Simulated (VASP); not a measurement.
Runs of VASP 6.6.1 on Ru. The structure is that of space group P6_3/mmc (No. 194), or close to it. The cells are those of the table. 

```csv
task,spin,cell,k mesh,cutoff (eV),smearing,gap on the mesh (eV),pressure (GPa)
relaxation of cell and atoms,off,"relaxed from a = 2.676, b = 2.676, c = 8.741 Å, angles 90.0, 90.0, 120.0°, 4 atoms",13 × 13 × 4,600,fermi-dirac 0.1 eV,none,0.0
single point,off,"a = 2.781, b = 2.781, c = 8.927 Å, angles 90.0, 90.0, 120.0°, 4 atoms",15 × 15 × 4,520,fermi-dirac 0.1 eV,none,-19.7
single point,off,"a = 2.814, b = 2.814, c = 9.036 Å, angles 90.0, 90.0, 120.0°, 4 atoms",15 × 15 × 4,520,fermi-dirac 0.1 eV,none,-26.5
single point,off,"a = 2.710, b = 2.710, c = 8.701 Å, angles 90.0, 90.0, 120.0°, 4 atoms",18 × 18 × 5,520,fermi-dirac 0.1 eV,none,-0.2
single point,"collinear, ferromagnetic start","a = 2.745, b = 2.745, c = 8.810 Å, angles 90.0, 90.0, 120.0°, 4 atoms",18 × 18 × 5,520,fermi-dirac 0.05 eV,none,(a)
```

Alike in all rows: level PBE; potentials or basis VASP PAW PBE potentials, release 64 (Ru_pv).

Task: Estimate the missing entries.

Result: (a) -11.2.

Caveats: the cell stands under tension (at least some runs).

A k mesh can miss the band edges, and the runs leave out spin-orbit coupling on Ru.

A gap of «none» marks levels without a gap at the run's occupations.
